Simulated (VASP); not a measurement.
Here is a VASP 6.6.1 calculation.

The input INCAR:

```
SYSTEM = PbS
PREC     = Accurate       ! precision mode
ENCUT    = 520            ! plane-wave cutoff, eV
EDIFF    = 1E-6           ! SCF threshold, eV
ISMEAR   = -1             ! smearing method
SIGMA    = 0.02           ! smearing width, eV
LREAL    = .False.        ! projectors in reciprocal space
LASPH    = .True.         ! aspherical terms in the spheres
NELM     = 60             ! most SCF steps
ALGO     = Normal         ! electronic algorithm
ISIF     = 2              ! what is computed and relaxed
LWAVE    = .False.        ! write WAVECAR
LCHARG   = .False.        ! write CHGCAR
GGA      = PE             ! functional
IVDW     = 13             ! dispersion correction
NBANDS   = 17             ! bands
```

Contents of KPOINTS:

```
regular mesh
0
Gamma
  6 6 6
  0 0 0
```

The input POSCAR:

```
PbS
1.0
    2.0989290008      1.2118172236      3.4276032934
   -2.0989290008      1.2118172236      3.4276032934
    0.0000000000     -2.4236344472      3.4276032934
Pb S
1 1
Direct
    0.9781466812      0.9781466812      0.9781466812
    0.4774546488      0.4774546488      0.4774546488
```

Potentials or basis: VASP PAW PBE potentials, release 64 (Pb_d, S).

Run with:

```bash
$ cat potpaw_PBE.64/Pb_d/POTCAR potpaw_PBE.64/S/POTCAR > POTCAR
$ mpirun -np 1 vasp_std > vasp.out
```

What does it give for the pressure?

-0.1 GPa.

What does it give for the dispersion energy per atom?

-0.378 eV.
